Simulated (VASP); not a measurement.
# AlGa2Sb3 (P6/mmm) in VASP: a series of runs, part 2 of 3

VASP 6.6.1. The steps go on from the part before.

## 4. Relaxation of cell and atoms, PBE

File INCAR:

```
PREC     = Accurate       # precision mode
ENCUT    = 600            # plane-wave cutoff, eV
EDIFF    = 1E-7           # SCF threshold, eV
ISMEAR   = 0              # smearing method
SIGMA    = 0.1            # smearing width, eV
LREAL    = False          # projectors in reciprocal space
LASPH    = True           # aspherical terms in the spheres
NELM     = 80             # most SCF steps
ALGO     = Normal         # electronic algorithm
ISIF     = 3              # what is computed and relaxed
LWAVE    = False          # write WAVECAR
LCHARG   = False          # write CHGCAR
GGA      = PE             # functional
IBRION   = 2              # ionic algorithm
NSW      = 90             # ionic steps
EDIFFG   = -0.04          # ionic threshold
```

File KPOINTS:

```
regular mesh
0
Gamma
  3 3 4
```

File POSCAR:

```
AlGa2Sb3
1.0
    6.1296802100      0.0000000000      0.0000000000
   -3.0648401000      5.3084587800      0.0000000000
    0.0000000000      0.0000000000      4.3446814000
Al Ga Sb
1 2 3
Direct
    0.0000000000      0.0000000000      0.0000000000
    0.3333333300      0.6666666700      0.0000000000
    0.6666666700      0.3333333300      0.0000000000
    0.5000000000      0.0000000000      0.5000000000
    0.0000000000      0.5000000000      0.5000000000
    0.5000000000      0.5000000000      0.5000000000
```

Potentials or basis: VASP PAW PBE potentials, release 64 (Al, Ga_d, Sb).

Started as:

```console
> cat potpaw_PBE.64/Al/POTCAR potpaw_PBE.64/Ga_d/POTCAR potpaw_PBE.64/Sb/POTCAR > POTCAR
> mpirun -np 1 vasp_std > vasp.out
```

OUTCAR:

```text
PREC = Accurate
   ENCUT = 600
   EDIFF = 1E-7
   ISMEAR = 0
   LREAL = False
   LASPH = True
   NELM = 80
   ISIF = 3
   GGA = PE
   IBRION = 2
   NSW = 90
   EDIFFG = -0.04

 ion  position               nearest neighbor table
   1  0.000  0.000  0.000-
   2  0.333  0.667  0.000-   4 2.80   4 2.80   5 2.80   5 2.80   6 2.80   6 2.80
   3  0.667  0.333  0.000-   4 2.80   4 2.80   5 2.80   5 2.80   6 2.80   6 2.80
   4  0.500  0.000  0.500-   2 2.80   3 2.80   2 2.80   3 2.80   6 3.06   6 3.06   5 3.06   5 3.06

   5  0.000  0.500  0.500-   2 2.80   3 2.80   2 2.80   3 2.80   6 3.06   6 3.06   4 3.06   4 3.06

   6  0.500  0.500  0.500-   2 2.80   3 2.80   2 2.80   3 2.80   4 3.06   4 3.06   5 3.06   5 3.06

  LATTYP: Found a hexagonal cell.
 ALAT       =     6.1296802100
 C/A-ratio  =     0.7087941379

  Lattice vectors:

[... 178 lines left out ...]
 fundamental gap:      0.1635735571
 Fermi energy:         7.5343371400
[... 640 lines left out ...]
  FREE ENERGIE OF THE ION-ELECTRON SYSTEM (eV)
  ---------------------------------------------------
  free  energy   TOTEN  =       -19.2688018086 eV

  energy  without entropy=      -19.2342480261  energy(sigma->0) =      -19.25152492

[... ionic steps 4 to 11 ...]

--------------------------------------- Ionic step       12  -------------------------------------------

 number of electron      44.0000004 magnetization

------------------------ aborting loop because EDIFF is reached ----------------------------------------
[... 75 lines left out ...]
--------------------------------------- Ionic step       14  -------------------------------------------

 number of electron      43.9999980 magnetization

 Free energy of the ion-electron system (eV)
  ---------------------------------------------------
  ext. energy  EPLUGINS =         0.00000000
  ---------------------------------------------------
  free energy    TOTEN  =       -20.10907272 eV

  energy without entropy =      -20.10049334  energy(sigma->0) =      -20.10478303

 E-fermi :   5.4874     XC(G=0):  -9.3487

 val. band max:        5.3863443804   @ k =   0.3333   0.3333   0.5000
 cond. band min:       5.4939931413   @ k =   0.0000   0.0000   0.0000
 fundamental gap:      0.1076487609
 Fermi energy:         5.4874040131
[... 292 lines left out ...]
  FREE ENERGIE OF THE ION-ELECTRON SYSTEM (eV)
  ---------------------------------------------------
  free  energy   TOTEN  =       -20.1090727213 eV

  energy  without entropy=      -20.1004933421  energy(sigma->0) =      -20.10478303

 reached required accuracy - stopping structural energy minimisation
```

CONTCAR:

```text
AlGa2Sb3
   1.00000000000000
     5.9901528892139719   -0.0000000002338528   -0.0000000000000000
    -2.9950764399233205    5.1876245756837003   -0.0000000000000000
    -0.0000000000000000   -0.0000000000000000    5.4361958473639591
  Al              Ga              Sb
     1     2     3
Direct
     0.0000000000000000    1.0000000000000000    0.0000000000000000
     0.3333333300000021    0.6666666699999979    0.0000000000000000
     0.6666666699999979    0.3333333300000021    0.0000000000000000
     0.5000000000000000    0.0000000000000000    0.5000000000000000
     0.0000000000000000    0.5000000000000000    0.5000000000000000
     0.5000000000000000    0.5000000000000000    0.5000000000000000

  0.00000000E+00  0.00000000E+00  0.00000000E+00
  0.00000000E+00  0.00000000E+00  0.00000000E+00
  0.00000000E+00  0.00000000E+00  0.00000000E+00
  0.00000000E+00  0.00000000E+00  0.00000000E+00
  0.00000000E+00  0.00000000E+00  0.00000000E+00
  0.00000000E+00  0.00000000E+00  0.00000000E+00
```

Run time: 11 min. Hardware: 1 thread of Intel Xeon Platinum 8375C at 2.90GHz (Ice Lake), shared host; peak memory 0.32 GiB.

Results:

| Property | Result |
| --- | --- |
| Free energy | -20.1091 eV |
| Relaxed volume | 28.15 Å³/atom |
| Relaxed cell | a = 5.990 Å, b = 5.990 Å, c = 5.436 Å, α = 90.00°, β = 90.00°, γ = 120.00° |
| Space group after relaxing (to 0.1 Å) | P6/mmm (No. 191) |
| Energy gained by relaxing | 300.3 meV/atom |
| Ionic steps | 14 |
| Pressure after relaxing | 0.0 GPa |
| Band gap on the k mesh | zero (bands 22 and 23 overlap by 1.30 eV) |

Step by step:
| step | energy change (eV) | largest force (eV/Å) | pressure (GPa) | volume (Å³) |
| --- | --- | --- | --- | --- |
| 1 | 0.0000 | 0.0000 | 11.84 | 141.37 |
| 2 | -0.9366 | 0.0000 | -1.18 | 180.06 |
| 3 | -0.9614 | 0.0000 | 0.10 | 172.88 |
| 4 | -0.9616 | 0.0000 | -0.03 | 173.56 |
| 5 | -0.9791 | 0.0000 | 0.02 | 173.71 |
| 6 | -1.0644 | 0.0000 | 0.03 | 174.07 |
| 7 | -1.3849 | 0.0000 | -0.52 | 174.35 |
| 8 | -1.7845 | 0.0000 | -0.95 | 173.22 |
| 9 | -1.7853 | 0.0000 | -1.03 | 173.48 |
| 10 | -1.7868 | 0.0000 | -1.02 | 173.42 |
| 11 | -1.7890 | 0.0000 | -0.29 | 170.30 |
| 12 | -1.7928 | 0.0000 | -0.61 | 171.67 |
| 13 | -1.8001 | 0.0000 | -0.28 | 170.05 |
| 14 | -1.8017 | 0.0000 | -0.02 | 168.93 |

Final structure:
```
CELL_PARAMETERS angstrom
5.99015 0.00000 0.00000
-2.99508 5.18762 0.00000
0.00000 0.00000 5.43620
ATOMIC_POSITIONS crystal
Al 0.00000 0.00000 0.00000
Ga 0.33333 0.66667 0.00000
Ga 0.66667 0.33333 0.00000
Sb 0.50000 0.00000 0.50000
Sb 0.00000 0.50000 0.50000
Sb 0.50000 0.50000 0.50000
```

Caveat: the k points lie up to 0.40 Å⁻¹ apart in the final cell, too coarse for converged energies and pressures of a metal; the volume moved by over 15 % at a fixed basis, so the end points are rough; spin-orbit coupling is left out, which moves the levels of the heavy elements.

## 5. Single point, PBE

This run uses another cell than the first one, of 28.16 Å³/atom.

File INCAR:

```
SYSTEM = AlGa2Sb3
  PREC = Accurate
  ENCUT = 520
  EDIFF = 1E-6
  ISMEAR = 0
  SIGMA = 0.1
  LREAL = .FALSE.
  LASPH = .TRUE.
  NELM = 100
  ALGO = Normal
  ISIF = 2
  LWAVE = .FALSE.
  LCHARG = .FALSE.
  GGA = PE
  NBANDS = 31
```

File KPOINTS:

```
Automatic mesh
0
G
  6 6 8
  0 0 0
```

File POSCAR:

```
AlGa2Sb3
1.0
    6.2444637538      0.0000000000      0.0000000000
   -3.1222318769      5.4078642438      0.0000000000
    0.0000000000      0.0000000000      5.0027218381
Al Ga Sb
1 2 3
Direct
    0.0000000000      0.0000000000      0.0000000000
    0.3333333333      0.6666666667      0.0000000000
    0.6666666667      0.3333333333      0.0000000000
    0.5000000000      0.0000000000      0.5000000000
    0.0000000000      0.5000000000      0.5000000000
    0.5000000000      0.5000000000      0.5000000000
```

Started as:

```console
> cat potpaw_PBE.64/Al/POTCAR potpaw_PBE.64/Ga_d/POTCAR potpaw_PBE.64/Sb/POTCAR > POTCAR
> mpirun -np 1 vasp_std > vasp.out
```

Wall time 4.4 min (1 thread of Intel Xeon Platinum 8375C at 2.90GHz (Ice Lake), shared host); peak memory 0.4 GiB.

The run converged. Its results:

```yaml
Free_energy: -19.8859 eV
Pressure: 0.0 GPa
Band_gap_on_the_k_mesh: zero (bands 22 and 23 overlap by 1.47 eV)
```

Levels at points of the mesh, in eV from the Fermi level:
```csv
k point,band 19,band 20,band 21,band 22,band 23,band 24,band 25,band 26
"(0.00, 0.00, 0.00)",-3.22,-1.38,0.10,0.10,0.83,1.14,1.14,1.59
"(0.50, 0.00, 0.00)",-1.77,-1.17,-1.16,-0.83,-0.28,-0.06,0.55,1.52
"(0.00, 0.00, 0.50)",-2.94,-2.60,-2.60,-0.48,-0.48,0.22,2.44,3.45
"(0.50, 0.00, 0.50)",-0.94,-0.69,-0.32,-0.25,0.15,0.95,1.87,2.55
```

Caveat: spin-orbit coupling is left out, which moves the levels of the heavy elements.

(Part 2 of 3 ends here.)

The gap in the log of VASP goes by the Fermi energy; the results here count the filled bands.